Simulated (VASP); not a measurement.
Here is a VASP 6.6.1 calculation.

Contents of INCAR:

```
SYSTEM = BeS
ALGO     = Normal         ! electronic algorithm
EDIFF    = 1E-8           ! SCF threshold, eV
ENCUT    = 520            ! plane-wave cutoff, eV
ISIF     = 2              ! what is computed and relaxed
ISMEAR   = 0              ! smearing method
LASPH    = .TRUE.         ! aspherical terms in the spheres
LCALCEPS = .TRUE.       
LCHARG   = .FALSE.        ! write CHGCAR
LMIXTAU  = .TRUE.       
LREAL    = .FALSE.        ! projectors in reciprocal space
LWAVE    = .FALSE.        ! write WAVECAR
METAGGA  = R2SCAN         ! meta-GGA
NELM     = 80             ! most SCF steps
PREC     = Accurate       ! precision mode
SIGMA    = 0.01           ! smearing width, eV
```

File KPOINTS:

```
k-points
0
G
  8 8 8
  0 0 0
```

POSCAR

```
BeS
1.0
    0.0000000000      2.3369339811      2.5070809919
    2.3369339811      0.0000000000      2.5070809919
    2.3369339811      2.3369339811      0.0000000000
Be S
1 1
Direct
    0.0000000000      0.0000000000      0.0000000000
    0.2500000000      0.2500000000      0.2500000000
```

Potentials or basis: VASP PAW PBE potentials, release 64 (Be, S).

Launch:

```console
$ cat potpaw_PBE.64/Be/POTCAR potpaw_PBE.64/S/POTCAR > POTCAR
$ mpirun -np 1 vasp_std > vasp.out
```

What does it give for the electronic dielectric tensor (diagonal)?

5.00, 5.00, 5.21.

What does it give for the Born charges (mean of the diagonal)?

Be +1.65; S -1.65 e.

What does it give for the band gap on the k mesh?

3.14 eV, indirect (least direct gap 6.09 eV).

Electronic dielectric tensor:
```
5.00 0.00 0.00
0.00 5.00 0.00
0.00 0.00 5.21
```

Caveat: the cell differs from its parent crystal (epitaxial xy strain -4.0%). A k mesh can miss the band edges.
